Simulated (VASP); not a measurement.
# GaP (R-3m) in VASP: further runs

The runs below take GaP through single point, with PBEsol.

Everything below comes from runs of VASP 6.6.1. Logs are shortened: lines on timing, memory, paths and dates and some standing lists are left out, and cuts for length are marked.

**1. The cell of the first run**

Symmetry: R-3m, No. 166, trigonal system. Conventional cell: a = 3.886 Å, b = 3.886 Å, c = 19.389 Å, α = 90.00°, β = 90.00°, γ = 120.00°. Within 3.2 Å of Ga (site symmetry 3m) lie 3 P at 2.40 Å and 1 Ga at 2.51 Å. P (site symmetry 3m) has 1 P at 2.23 Å and 3 Ga at 2.40 Å within 2.9 Å.

**2. Single point, PBEsol (strain +0.0050 x Voigt [0, 0, 1, 0, 0, 0])**

INCAR

```
PREC = Accurate ; ENCUT = 520
EDIFF = 1E-6 ; ISMEAR = 1
SIGMA = 0.1 ; LREAL = False
LASPH = True ; NELM = 100
ALGO = Normal ; ISIF = 2
LWAVE = False ; LCHARG = True
GGA = PS ; LELF = True
LVHAR = True ; NBANDS = 26
```

KPOINTS

```
Automatic mesh
0
Gamma
  12 12 12
```

POSCAR

```
GaP
1.0
    1.9430151755      1.1218003346      6.4629641508
   -1.9430151755      1.1218003346      6.4629641508
    0.0000000000     -2.2436006692      6.4629641508
Ga P
2 2
Direct
    0.4353720000      0.4353720000      0.4353720000
    0.5646280000      0.5646280000      0.5646280000
    0.0573890000      0.0573890000      0.0573890000
    0.9426110000      0.9426110000      0.9426110000
```

Potentials or basis: VASP PAW PBE potentials, release 64 (Ga_d, P).

Launch:

```console
cat potpaw_PBE.64/Ga_d/POTCAR potpaw_PBE.64/P/POTCAR > POTCAR
mpirun -np 1 vasp_std > vasp.out
```

OUTCAR:

```text
PREC = Accurate
   ENCUT = 520
   EDIFF = 1E-6
   ISMEAR = 1
   LREAL = False
   LASPH = True
   NELM = 100
   ISIF = 2
   GGA = PS

 ion  position               nearest neighbor table
   1  0.435  0.435  0.435-   3 2.40   3 2.40   3 2.40   2 2.51
   2  0.565  0.565  0.565-   4 2.40   4 2.40   4 2.40   1 2.51
   3  0.057  0.057  0.057-   4 2.23   1 2.40   1 2.40   1 2.40
   4  0.943  0.943  0.943-   3 2.23   2 2.40   2 2.40   2 2.40

  LATTYP: Found a trigonal (rhomboedric) cell.
 ALAT       =     6.8413192863
 COS(alpha) =     0.8386746330

  Lattice vectors:

 A1 = (   1.9430151755,   1.1218003346,   6.4629641508)
 A2 = (  -1.9430151755,   1.1218003346,   6.4629641508)
 A3 = (   0.0000000000,  -2.2436006692,   6.4629641508)

Analysis of symmetry for initial positions (statically):
=====================================================================
 Subroutine PRICEL returns:
 Original cell was already a primitive cell.

 Routine SETGRP: Setting up the symmetry group for a
 trigonal (rhombohedral) supercell.

 Subroutine GETGRP returns: Found 12 space group operations
 (whereof 12 operations were pure point group operations)
 out of a pool of 12 trial point group operations.

The static configuration has the point symmetry D_3d.

Analysis of symmetry for dynamics (positions and initial velocities):
=====================================================================
 Subroutine PRICEL returns:
 Original cell was already a primitive cell.

 Routine SETGRP: Setting up the symmetry group for a
 trigonal (rhombohedral) supercell.

 Subroutine GETGRP returns: Found 12 space group operations
 (whereof 12 operations were pure point group operations)
 out of a pool of 12 trial point group operations.

The dynamic configuration has the point symmetry D_3d.

 Subroutine INISYM returns: Found 12 space group operations
 (whereof 12 operations are pure point group operations),
 and found     1 'primitive' translations

----------------------------------------------------------------------------------------

                                     Primitive cell

  volume of cell :      84.5230

  direct lattice vectors                    reciprocal lattice vectors
     1.943015176  1.121800335  6.462964151     0.257332010  0.148570705  0.051575922
    -1.943015176  1.121800335  6.462964151    -0.257332010  0.148570705  0.051575922
     0.000000000 -2.243600669  6.462964151     0.000000000 -0.297141410  0.051575922

  length of vectors
     6.841319286  6.841319286  6.841319286     0.301584306  0.301584306  0.301584306

  position of ions in fractional coordinates (direct lattice)
     0.435372000  0.435372000  0.435372000
     0.564628000  0.564628000  0.564628000
     0.057389000  0.057389000  0.057389000
     0.942611000  0.942611000  0.942611000

  ion indices of the primitive-cell ions
   primitive index   ion index
                 1           1
                 2           2
                 3           3
                 4           4

----------------------------------------------------------------------------------------

 KPOINTS: Automatic mesh

Automatic generation of k-mesh.
 Grid dimensions read from file:
 generate k-points for:   12   12   12

 Generating k-lattice:

  Cartesian coordinates                     Fractional coordinates (reciprocal lattice)
     0.021444334  0.012380892  0.004297993     0.083333333  0.000000000  0.000000000
    -0.021444334  0.012380892  0.004297993     0.000000000  0.083333333  0.000000000
     0.000000000 -0.024761784  0.004297993     0.000000000  0.000000000  0.083333333

  Length of vectors
     0.025132025  0.025132025  0.025132025

  Shift w.r.t. Gamma in fractional coordinates (k-lattice)
     0.000000000  0.000000000  0.000000000

 Subroutine IBZKPT returns following result:
 ===========================================

 Found    189 irreducible k-points:

 Following reciprocal coordinates:
            Coordinates               Weight
  0.000000  0.000000  0.000000      1.000000
  0.083333  0.000000 -0.000000      6.000000
  0.166667  0.000000  0.000000      6.000000
  0.250000  0.000000  0.000000      6.000000
  0.333333  0.000000  0.000000      6.000000
  0.416667  0.000000  0.000000      6.000000
[... 16 lines left out ...]
  0.500000  0.166667  0.000000     12.000000
 -0.416667  0.166667  0.000000     12.000000
 [... further k-points ...]
   k-points           NKPTS =    189   k-points in BZ     NKDIM =    189   number of bands    NBANDS=     26
   number of dos      NEDOS =    301   number of ions     NIONS =      4
   total plane-waves  NPLWV = 157464
   dimension x,y,z NGX =    54 NGY =   54 NGZ =   54
   dimension x,y,z NGXF=   108 NGYF=  108 NGZF=  108
   ions per type =               2   2
   NGX,Y,Z   is equivalent  to a cutoff of  13.12, 13.12, 13.12 a.u.
   NGXF,Y,Z  is equivalent  to a cutoff of  26.24, 26.24, 26.24 a.u.
 SYSTEM =  unknown system
[... 34 lines left out ...]
   GGA     = PS    functional components
   LHFCALC =     F    Hartree Fock is set to
   AEXX    =    0.0000 exact exchange contribution
   IVDW    =     0    specifies the selected vdW correction
   LEPSILON=     F    determine dielectric tensor
   LRPA    =     F    only Hartree local field effects (RPA)
 non-spin polarized calculation
 Methfessel and Paxton  Order N= 1 SIGMA  =   0.10
  energy-cutoff  :      520.00
  volume of cell :       84.52
 maximum number of plane-waves:      2293
 NGX is ok and might be reduce to    54
   NGX = 25   NGY = 25   NGZ = 25

 number of electron      36.0000009 magnetization

 Free energy of the ion-electron system (eV)
  ---------------------------------------------------
  ext. energy  EPLUGINS =         0.00000000
  ---------------------------------------------------
  free energy    TOTEN  =       -19.29464035 eV

  energy without entropy =      -19.29477819  energy(sigma->0) =      -19.29468629

 E-fermi :   4.5194     XC(G=0):  -9.8326

 val. band max:        4.4795380891   @ k =   0.0000   0.0000   0.0000
 cond. band min:       5.1963100606   @ k =   0.5000   0.5000   0.0000
 fundamental gap:      0.7167719716
 Fermi energy:         4.5194322229

 k-point     1 :       0.0000    0.0000    0.0000
  band No.  band energies     occupation
      1     -10.2545      2.00000
      2     -10.1324      2.00000
      3     -10.1324      2.00000
      4     -10.1201      2.00000
      5     -10.1201      2.00000
      6     -10.0678      2.00000
[... 18 lines left out ...]
     25       8.8355      0.00000
     26      12.3263      0.00000

 k-point     2 :       0.0833    0.0000   -0.0000
  band No.  band energies     occupation
      1     -10.2530      2.00000
      2     -10.1410      2.00000
      3     -10.1315      2.00000
      4     -10.1243      2.00000
      5     -10.1171      2.00000
      6     -10.0690      2.00000
[... 18 lines left out ...]
     25       9.0772      0.00000
     26      12.7481      0.00000

 k-point     3 :       0.1667    0.0000    0.0000
  band No.  band energies     occupation
      1     -10.2493      2.00000
      2     -10.1626      2.00000
      3     -10.1348      2.00000
      4     -10.1293      2.00000
      5     -10.1091      2.00000
      6     -10.0724      2.00000
[... 18 lines left out ...]
     25       9.7316      0.00000
     26      12.0236      0.00000

 k-point     4 :       0.2500    0.0000    0.0000
  band No.  band energies     occupation
      1     -10.2453      2.00000
      2     -10.1884      2.00000
      3     -10.1470      2.00000
      4     -10.1271      2.00000
      5     -10.0981      2.00000
      6     -10.0774      2.00000
[... 18 lines left out ...]
     25      10.6021      0.00000
     26      11.5175      0.00000
[... 496 lines left out ...]
      1     -10.2386      2.00000
      2     -10.2109      2.00000
      3     -10.1633      2.00000
      4     -10.1234      2.00000
      5     -10.0988      2.00000
      6     -10.0712      2.00000
[... 18 lines left out ...]
     25      10.0717      0.00000
     26      12.3611      0.00000

 k-point    23 :       0.5000    0.1667    0.0000
  band No.  band energies     occupation
      1     -10.2380      2.00000
      2     -10.2214      2.00000
      3     -10.1674      2.00000
      4     -10.1229      2.00000
      5     -10.0988      2.00000
      6     -10.0690      2.00000
[... 18 lines left out ...]
     25      10.9954      0.00000
     26      12.3334      0.00000

 k-point    24 :      -0.4167    0.1667    0.0000
  band No.  band energies     occupation
      1     -10.2408      2.00000
      2     -10.2219      2.00000
      3     -10.1692      2.00000
      4     -10.1232      2.00000
      5     -10.0987      2.00000
      6     -10.0680      2.00000
[... 18 lines left out ...]
     25      11.5168      0.00000
     26      12.1731      0.00000

 [... further k-points ...]

------------------------ aborting loop because EDIFF is reached ----------------------------------------

  FORCE on cell =-STRESS in cart. coord.  units (eV):
  Direction    XX          YY          ZZ          XY          YZ          ZX
  --------------------------------------------------------------------------------------
  -------------------------------------------------------------------------------------
  Total       -1.5918566     -1.5918566     -1.9037464      0.0000000     -0.0000000      0.0000000
  in kB      -30.1744783    -30.1744783    -36.0865125      0.0000000     -0.0000000      0.0000000
  external PRESSURE =     -32.1451563 kB  Pullay stress =       0.0000000 kB

 VOLUME and BASIS-vectors are now :
 -----------------------------------------------------------------------------
  energy-cutoff  :      520.00
  volume of cell :       84.52
      direct lattice vectors                 reciprocal lattice vectors
     1.943015176  1.121800335  6.462964151     0.257332010  0.148570705  0.051575922
    -1.943015176  1.121800335  6.462964151    -0.257332010  0.148570705  0.051575922
     0.000000000 -2.243600669  6.462964151     0.000000000 -0.297141410  0.051575922

 POSITION                                       TOTAL-FORCE (eV/Angst)
 -----------------------------------------------------------------------------------
      0.00000      0.00000      8.44138         0.000000     -0.000000      0.065275
      0.00000      0.00000     10.94751         0.000000      0.000000     -0.065275
      0.00000      0.00000      1.11271         0.000000     -0.000000      0.012592
      0.00000      0.00000     18.27618         0.000000      0.000000     -0.012592
 -----------------------------------------------------------------------------------
    total drift:                                0.000000      0.000000      0.000000

  FREE ENERGIE OF THE ION-ELECTRON SYSTEM (eV)
  ---------------------------------------------------
  free  energy   TOTEN  =       -19.2946403456 eV

  energy  without entropy=      -19.2947781903  energy(sigma->0) =      -19.29468629
```

It took 12 min on 1 thread of AMD EPYC 9R45 (Zen 5), shared host; peak memory 0.59 GiB.

Results:

| Property | Result |
| --- | --- |
| Free energy | -19.2946 eV |
| Pressure | -3.2 GPa |
| Largest force | 0.065 eV/Å |
| Band gap on the k mesh | 0.72 eV (least direct gap 1.04 eV) |

Forces in eV/Å, atoms in the order of the input:
```
Ga   0.000  0.000  0.065
Ga   0.000  0.000 -0.065
P    0.000  0.000  0.013
P    0.000  0.000 -0.013
```

Levels at points of the mesh, in eV from the valence-band top:
| k point | band 15 | band 16 | band 17 | band 18 | band 19 | band 20 | band 21 | band 22 |
| --- | --- | --- | --- | --- | --- | --- | --- | --- |
| (0.00, 0.00, 0.00) | -1.77 | -0.27 | 0.00 | 0.00 | 1.06 | 1.37 | 2.68 | 3.64 |
| (0.50, 0.00, 0.00) | -4.46 | -2.81 | -2.68 | -1.74 | 1.54 | 2.63 | 3.50 | 4.36 |
| (0.50, 0.50, 0.00) | -3.80 | -3.08 | -1.22 | -0.52 | 0.72 | 1.41 | 1.42 | 3.93 |
| (0.50, 0.50, 0.50) | -1.68 | -1.68 | -0.25 | -0.25 | 1.06 | 2.30 | 3.82 | 3.82 |

Caveat: the cell differs from its parent crystal (strain +0.0050 x Voigt [0, 0, 1, 0, 0, 0]); the cell stands under tension; the PAW data sets were made with another functional, which shifts forces and pressure a little. A k mesh can miss the band edges.

**3. Single point, PBEsol (strain +0.0100 x Voigt [0, 0, 1, 0, 0, 0])**

INCAR

```
SYSTEM = GaP
ALGO = Normal
EDIFF = 1E-6
ENCUT = 520
GGA = PS
ISIF = 2
ISMEAR = 1
LASPH = .TRUE.
LCHARG = .FALSE.
LREAL = .FALSE.
LWAVE = .FALSE.
NBANDS = 26
NELM = 60
PREC = Accurate
SIGMA = 0.1
```

KPOINTS

```
k-points
0
G
  12 12 12
  0 0 0
```

POSCAR

```
GaP
1.0
    1.9430151755      1.1218003346      6.4951182013
   -1.9430151755      1.1218003346      6.4951182013
    0.0000000000     -2.2436006692      6.4951182013
Ga P
2 2
Direct
    0.4353720000      0.4353720000      0.4353720000
    0.5646280000      0.5646280000      0.5646280000
    0.0573890000      0.0573890000      0.0573890000
    0.9426110000      0.9426110000      0.9426110000
```

Potentials or basis: VASP PAW PBE potentials, release 64 (Ga_d, P).

Launch:

```console
cat potpaw_PBE.64/Ga_d/POTCAR potpaw_PBE.64/P/POTCAR > POTCAR
mpirun -np 1 vasp_std > vasp.out
```

Run time: 12 min. Hardware: 1 thread of AMD EPYC 9R45 (Zen 5), shared host; peak memory 0.6 GiB.

The run converged. Its results:

```yaml
Free_energy: -19.2840 eV
Pressure: -3.6 GPa
Largest_force: 0.080 eV/Å
Band_gap_on_the_k_mesh: 0.69 eV (least direct gap 1.06 eV)
```

Forces in eV/Å, atoms in the order of the input:
```
Ga   0.000  0.000  0.080
Ga   0.000  0.000 -0.080
P    0.000  0.000 -0.053
P    0.000  0.000  0.053
```

Stress tensor (GPa, compression positive):
```
-3.06  0.00  0.00
 0.00 -3.06  0.00
 0.00  0.00 -4.57
```

Levels at points of the mesh, in eV from the valence-band top:
```tsv
k point	band 15	band 16	band 17	band 18	band 19	band 20	band 21	band 22
(0.00, 0.00, 0.00)	-1.73	-0.29	0.00	0.00	1.09	1.29	2.67	3.66
(0.50, 0.00, 0.00)	-4.44	-2.78	-2.66	-1.73	1.56	2.63	3.43	4.32
(0.50, 0.50, 0.00)	-3.79	-3.04	-1.22	-0.53	0.69	1.40	1.44	3.91
(0.50, 0.50, 0.50)	-1.64	-1.64	-0.24	-0.24	1.08	2.31	3.84	3.84
```

Caveat: the cell differs from its parent crystal (strain +0.0100 x Voigt [0, 0, 1, 0, 0, 0]); the cell stands under tension; the PAW data sets were made with another functional, which shifts forces and pressure a little. A k mesh can miss the band edges.

**4. Single point, PBEsol (strain +0.0150 x Voigt [0, 0, 1, 0, 0, 0])**

INCAR

```
SYSTEM = GaP
PREC = Accurate ; ENCUT = 520
EDIFF = 1E-6 ; ISMEAR = 1
SIGMA = 0.1 ; LREAL = .FALSE.
LASPH = .TRUE. ; NELM = 100
ALGO = Normal ; ISIF = 2
LWAVE = .FALSE. ; LCHARG = .FALSE.
GGA = PS ; NBANDS = 26
```

KPOINTS

```
Automatic mesh
0
G
  12 12 12
  0 0 0
```

POSCAR

```
GaP
1.0
    1.9430151755      1.1218003346      6.5272722518
   -1.9430151755      1.1218003346      6.5272722518
    0.0000000000     -2.2436006692      6.5272722518
Ga P
2 2
Direct
    0.4353720000      0.4353720000      0.4353720000
    0.5646280000      0.5646280000      0.5646280000
    0.0573890000      0.0573890000      0.0573890000
    0.9426110000      0.9426110000      0.9426110000
```

Launch:

```console
cat potpaw_PBE.64/Ga_d/POTCAR potpaw_PBE.64/P/POTCAR > POTCAR
mpirun -np 1 vasp_std > vasp.out
```

Wall time 14 min (1 thread of Intel Xeon Platinum 8488C (Sapphire Rapids), shared host); peak memory 0.63 GiB.

It converged, with:

```
Free energy            : -19.2708 eV
Pressure               : -3.9 GPa
Largest force          : 0.113 eV/Å
Band gap on the k mesh : 0.67 eV (least direct gap 1.08 eV)
```

Forces in eV/Å, atoms in the order of the input:
```
Ga   0.000  0.000  0.093
Ga   0.000  0.000 -0.093
P    0.000  0.000 -0.113
P    0.000  0.000  0.113
```

Stress tensor (GPa, compression positive):
```
-3.11  0.00  0.00
 0.00 -3.11  0.00
 0.00  0.00 -5.48
```

Levels at points of the mesh, in eV from the valence-band top:
| k point | band 14 | band 15 | band 16 | band 17 | band 18 | band 19 | band 20 | band 21 | band 22 | band 23 |
| --- | --- | --- | --- | --- | --- | --- | --- | --- | --- | --- |
| (0.00, 0.00, 0.00) | -1.70 | -1.70 | -0.30 | 0.00 | 0.00 | 1.12 | 1.21 | 2.65 | 3.68 | 3.68 |
| (0.50, 0.00, 0.00) | -5.59 | -4.41 | -2.75 | -2.64 | -1.72 | 1.57 | 2.64 | 3.35 | 4.29 | 6.12 |
| (0.50, 0.50, 0.00) | -6.70 | -3.78 | -3.01 | -1.22 | -0.54 | 0.67 | 1.38 | 1.47 | 3.88 | 4.13 |
| (0.50, 0.50, 0.50) | -3.79 | -1.61 | -1.61 | -0.23 | -0.23 | 1.11 | 2.32 | 3.85 | 3.85 | 4.96 |

Caveat: the cell differs from its parent crystal (strain +0.0150 x Voigt [0, 0, 1, 0, 0, 0]); the cell stands under tension; the PAW data sets were made with another functional, which shifts forces and pressure a little. A k mesh can miss the band edges.

**5. Single point, PBEsol (strain +0.0175 x Voigt [0, 0, 1, 0, 0, 0])**

INCAR

```
SYSTEM = GaP
ALGO = Normal
EDIFF = 1E-7
ENCUT = 520
GGA = PS
ISIF = 2
ISMEAR = 1
LASPH = .TRUE.
LCHARG = .FALSE.
LREAL = .FALSE.
LWAVE = .FALSE.
NBANDS = 26
NELM = 80
PREC = Accurate
SIGMA = 0.1
```

KPOINTS

```
k-points
0
G
  12 12 12
  0 0 0
```

POSCAR

```
GaP
1.0
    1.9430151755      1.1218003346      6.5433492771
   -1.9430151755      1.1218003346      6.5433492771
    0.0000000000     -2.2436006692      6.5433492771
Ga P
2 2
Direct
    0.4353720000      0.4353720000      0.4353720000
    0.5646280000      0.5646280000      0.5646280000
    0.0573890000      0.0573890000      0.0573890000
    0.9426110000      0.9426110000      0.9426110000
```

Launch:

```console
cat potpaw_PBE.64/Ga_d/POTCAR potpaw_PBE.64/P/POTCAR > POTCAR
mpirun -np 1 vasp_std > vasp.out
```

It took 16 min on 1 thread of Intel Xeon Platinum 8488C (Sapphire Rapids), shared host; peak memory 0.62 GiB.

Results (log left out):

```
Free energy            : -19.2634 eV
Pressure               : -4.1 GPa
Largest force          : 0.141 eV/Å
Band gap on the k mesh : 0.65 eV (least direct gap 1.09 eV)
```

Forces in eV/Å, atoms in the order of the input:
```
Ga   0.000  0.000  0.098
Ga   0.000  0.000 -0.098
P    0.000  0.000 -0.141
P    0.000  0.000  0.141
```

Stress tensor (GPa, compression positive):
```
-3.13  0.00  0.00
 0.00 -3.13  0.00
 0.00  0.00 -5.91
```

Levels at points of the mesh, in eV from the valence-band top:
```
           k point  band 14  band 15  band 16  band 17  band 18  band 19  band 20  band 21  band 22  band 23
(0.00, 0.00, 0.00)    -1.68    -1.68    -0.30     0.00     0.00     1.14     1.17     2.65     3.69     3.69
(0.50, 0.00, 0.00)    -5.59    -4.40    -2.74    -2.63    -1.71     1.58     2.64     3.32     4.27     6.11
(0.50, 0.50, 0.00)    -6.69    -3.77    -2.99    -1.22    -0.54     0.65     1.36     1.48     3.86     4.14
(0.50, 0.50, 0.50)    -3.80    -1.59    -1.59    -0.23    -0.23     1.12     2.32     3.86     3.86     4.96
```

Caveat: the cell differs from its parent crystal (strain +0.0175 x Voigt [0, 0, 1, 0, 0, 0]); the cell stands under tension; the PAW data sets were made with another functional, which shifts forces and pressure a little. A k mesh can miss the band edges.

**6. The runs side by side**

| cell | gap on the mesh (eV) | pressure (GPa) | largest force (eV/Å) |
| --- | --- | --- | --- |
| a = 6.841 Å, angles 33.0°, 4 atoms | 0.72 | -3.2 | 0.07 |
| a = 6.872 Å, angles 32.8°, 4 atoms | 0.69 | -3.6 | 0.08 |
| a = 6.902 Å, angles 32.7°, 4 atoms | 0.67 | -3.9 | 0.11 |
| a = 6.917 Å, angles 32.6°, 4 atoms | 0.65 | -4.1 | 0.14 |

Alike in all rows: task single point; level PBEsol; potentials or basis VASP PAW PBE potentials, release 64 (Ga_d, P); no spin polarisation; k mesh 12 × 12 × 12; cutoff (eV) 520; smearing methfessel-paxton 0.1 eV.

Caveats: the cell stands under tension; the PAW data sets were made with another functional, which shifts forces and pressure a little.

Absolute energies hang on the potentials; compare differences alone.
